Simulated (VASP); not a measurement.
A run of VASP 6.6.1 is set up as follows.

The input INCAR:

```
ALGO     = Normal         # electronic algorithm
EDIFF    = 1E-6           # SCF threshold, eV
EDIFFG   = -0.01          # ionic threshold
ENCUT    = 600            # plane-wave cutoff, eV
GGA      = PE             # functional
IBRION   = 2              # ionic algorithm
ISIF     = 4              # what is computed and relaxed
ISMEAR   = 0              # smearing method
LASPH    = True           # aspherical terms in the spheres
LCHARG   = False          # write CHGCAR
LREAL    = False          # projectors in reciprocal space
LWAVE    = False          # write WAVECAR
NELM     = 60             # most SCF steps
NSW      = 50             # ionic steps
PREC     = Accurate       # precision mode
SIGMA    = 0.02           # smearing width, eV
```

File KPOINTS:

```
k-points
0
Gamma
  12 12 6
```

File POSCAR:

```
SiC
1.0
    3.1909546056      0.0000000000      0.0000000000
   -1.5954773028      2.7634477508      0.0000000000
    0.0000000000      0.0000000000      5.2398286834
Si C
2 2
Direct
    0.3333333333      0.6666666667      0.0045991395
    0.6666666667      0.3333333333      0.5045991395
    0.3333333333      0.6666666667      0.3804008605
    0.6666666667      0.3333333333      0.8804008605
```

Potentials or basis: VASP PAW PBE potentials, release 64 (Si, C).

Run with:

```bash
$ cat potpaw_PBE.64/Si/POTCAR potpaw_PBE.64/C/POTCAR > POTCAR
$ mpirun -np 1 vasp_std > vasp.out
```

Problem. Predict the band gap on the k mesh.

Solution. 2.47 eV (least direct gap 3.77 eV).

Final structure:
```
Si C
1.0
     3.19038    0.00000    0.00000
    -1.59519    2.76295    0.00000
     0.00000    0.00000    5.24170
Si C
2 2
Direct
  0.33333 0.66667 0.00444
  0.66667 0.33333 0.50444
  0.33333 0.66667 0.38056
  0.66667 0.33333 0.88056
```

A k mesh can miss the band edges.
